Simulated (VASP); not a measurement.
ScCo, 2 atoms in the cell. The typed cell holds 2 atoms: a = 3.145 Å, b = 3.145 Å, c = 3.145 Å, α = 90.00°, β = 90.00°, γ = 90.00°. 

| Quantity | Value |
| --- | --- |
| Program | VASP 6.6.1 |
| Task | single point |
| Functional | r2SCAN |
| Potentials or basis | VASP PAW PBE potentials, release 64 (Sc_sv, Co) |
| Cutoff | 520 eV |
| k mesh | 7 × 7 × 7 |
| Occupations | fermi-dirac, width 0.05 eV |
| Spin | collinear spin, ferromagnetic start |
| Starting moments | [0.0, 2.0] μB |
| Dipole correction | no |
| Further INCAR settings | ALGO = Normal; EDIFF = 1e-06; NBANDS = 21 |

Potentials or basis: VASP PAW PBE potentials, release 64 (Sc_sv, Co).

Run with:

```console
$ cat potpaw_PBE.64/Sc_sv/POTCAR potpaw_PBE.64/Co/POTCAR > POTCAR
$ cp INCAR.step1 INCAR
$ mpirun -np 1 vasp_std > vasp.out
$ cp INCAR.step2 INCAR
$ mpirun -np 1 vasp_std > vasp.out
```

Hardware: 1 thread of AMD EPYC 9R14 (Zen 4), with other jobs on the host.

Problem. How long does it take, and how much memory?

Solution. Run time: 7.8 min on 1 thread of AMD EPYC 9R14 (Zen 4) (shared host), peak memory 0.2 GiB. Counts: k points 100.
